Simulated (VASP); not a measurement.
Crystal: CdS.

```
Cd S
1.0
     3.93535    0.00000    0.00000
    -1.96768    3.40811    0.00000
     0.00000    0.00000    6.42643
Cd S
2 2
Cartesian
  0.0000 2.2721 0.0000
  1.9677 1.1360 3.2132
  0.0000 2.2721 2.4099
  1.9677 1.1360 5.6231
```

* Program: VASP 6.6.1
* Task: relaxation of cell and atoms
* Functional: PBE
* Potentials or basis: VASP PAW PBE potentials, release 64 (Cd, S)
* Cutoff: 600 eV
* k mesh: 6 × 6 × 4
* Occupations: fermi-dirac, width 0.02 eV
* Spin: no spin polarisation

At the start: pressure 16.1 GPa; volume 21.55 Å³/atom.

Question: Where does the relaxation end?

Answer: Over 12 steps the energy falls by 194.6 meV/atom and the volume is 26.17 Å³/atom (+21.5 %); space group P6_3mc (No. 186, to 0.1 Å) before and after.

Step by step:
```
step  energy change (eV)  largest force (eV/Å)  pressure (GPa)  volume (Å³)
   1              0.0000                0.0054           16.15        86.19
   2             -0.6050                0.0210           -4.38       116.22
   3             -0.7781                0.0160            0.08       104.56
   4             -0.7780                0.0163           -0.11       104.95
   5             -0.7782                0.0148            0.01       104.69
   6             -0.7782                0.0145            0.02       104.63
   7             -0.7782                0.0139            0.11       104.52
   8             -0.7782                0.0144            0.06       104.60
   9             -0.7782                0.0149            0.06       104.61
  10             -0.7782                0.0148            0.05       104.62
  11             -0.7783                0.0111            0.03       104.64
  12             -0.7784                0.0012            0.02       104.68
```

Final structure:
```yaml
crystal:
  lattice:
    - [4.20353, 0.00000, 0.00000]
    - [-2.10176, 3.64036, 0.00000]
    - [0.00000, 0.00000, 6.84110]
  atoms:
    - { symbol: Cd, position: [0.33333, 0.66667, 0.99926] }
    - { symbol: Cd, position: [0.66667, 0.33333, 0.49926] }
    - { symbol: S, position: [0.33333, 0.66667, 0.37574] }
    - { symbol: S, position: [0.66667, 0.33333, 0.87574] }
```

Caveat: the volume moved by over 15 % at a fixed basis, so the end points are rough.
